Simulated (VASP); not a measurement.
Set up this calculation in VASP 6.6.1, as the native input.

* Task: single point
* Functional: r2SCAN
* Potentials or basis: VASP PAW PBE potentials, release 64 (Hf_pv, Si, O)
* Cutoff: 520 eV
* k mesh: 6 × 6 × 4
* Occupations: gaussian, width 0.02 eV
* Spin: no spin polarisation
* Dipole correction: no
* Further INCAR settings: ALGO = Normal; EDIFF = 1e-07; NBANDS = 37

HfSi2O6:

```xyz
9
Lattice="4.9554 -2.5079 0.0000 4.9554 2.5079 0.0000 -0.1765 0.0000 5.8822" Properties=species:S:1:pos:R:3 pbc="T T T"
Hf    4.9554    0.2067    0.0000
Si    7.3470    1.1716    3.8539
Si    2.3873    1.1716    2.0283
O     6.0156   -0.9080    1.1899
O     2.2029   -0.3756    2.5404
O     3.7186   -0.9080    4.6923
O     3.7067    1.2606    1.0743
O     7.5313   -0.3756    3.3418
O     6.0276    1.2606    4.8079
```

The input as run:

POSCAR

```
HfSi2O6
1.0
    4.9553592000     -2.5079402000      0.0000000000
    4.9553592000      2.5079402000      0.0000000000
   -0.1764545000      0.0000000000      5.8822158000
Hf Si O
1 2 6
Direct
    0.4587940000      0.5412060000      0.0000000000
    0.5193970000      0.9865640000      0.6551790000
    0.0134360000      0.4806030000      0.3448210000
    0.7916040000      0.4295670000      0.2022840000
    0.3048400000      0.1550930000      0.4318780000
    0.5704330000      0.2083960000      0.7977160000
    0.1259400000      0.6285810000      0.1826300000
    0.8449070000      0.6951600000      0.5681220000
    0.3714190000      0.8740600000      0.8173700000
```

INCAR.step1

```
PREC     = Accurate       # precision mode
ENCUT    = 520            # plane-wave cutoff, eV
ISMEAR   = 0              # smearing method
SIGMA    = 0.02           # smearing width, eV
LREAL    = F              # projectors in reciprocal space
LASPH    = T              # aspherical terms in the spheres
NELM     = 60             # most SCF steps
NBANDS   = 37             # bands
GGA      = PE             # functional
ALGO     = Normal         # electronic algorithm
EDIFF    = 1E-4           # SCF threshold, eV
LWAVE    = T              # write WAVECAR
LCHARG   = F              # write CHGCAR
```

INCAR.step2

```
PREC     = Accurate       # precision mode
ENCUT    = 520            # plane-wave cutoff, eV
EDIFF    = 1E-7           # SCF threshold, eV
ISMEAR   = 0              # smearing method
SIGMA    = 0.02           # smearing width, eV
LREAL    = F              # projectors in reciprocal space
LASPH    = T              # aspherical terms in the spheres
NELM     = 60             # most SCF steps
ALGO     = Normal         # electronic algorithm
ISIF     = 2              # what is computed and relaxed
LWAVE    = F              # write WAVECAR
LCHARG   = F              # write CHGCAR
METAGGA  = R2SCAN         # meta-GGA
LMIXTAU  = T            
NBANDS   = 37             # bands
ISTART   = 1
```

KPOINTS

```
regular mesh
0
Gamma
  6 6 4
```

Potentials or basis: VASP PAW PBE potentials, release 64 (Hf_pv, Si, O).

The run is started by

```bash
$ cat potpaw_PBE.64/Hf_pv/POTCAR potpaw_PBE.64/Si/POTCAR potpaw_PBE.64/O/POTCAR > POTCAR
$ cp INCAR.step1 INCAR
$ mpirun -np 1 vasp_std > vasp.out
$ cp INCAR.step2 INCAR
$ mpirun -np 1 vasp_std > vasp.out
```

Results of the run:

* Pressure: -4.4 GPa
* Largest force: 0.274 eV/Å
* Band gap on the k mesh: 5.57 eV, indirect (least direct gap 5.83 eV)

Caveat: the PAW data sets were made with another functional, which shifts forces and pressure a little; spin-orbit coupling is left out, which moves the levels of the heavy elements.

It took 9.1 min on 1 thread of Intel(R) Xeon(R) 6975P-C (Granite Rapids), on a shared host, peak memory 0.44 GiB.
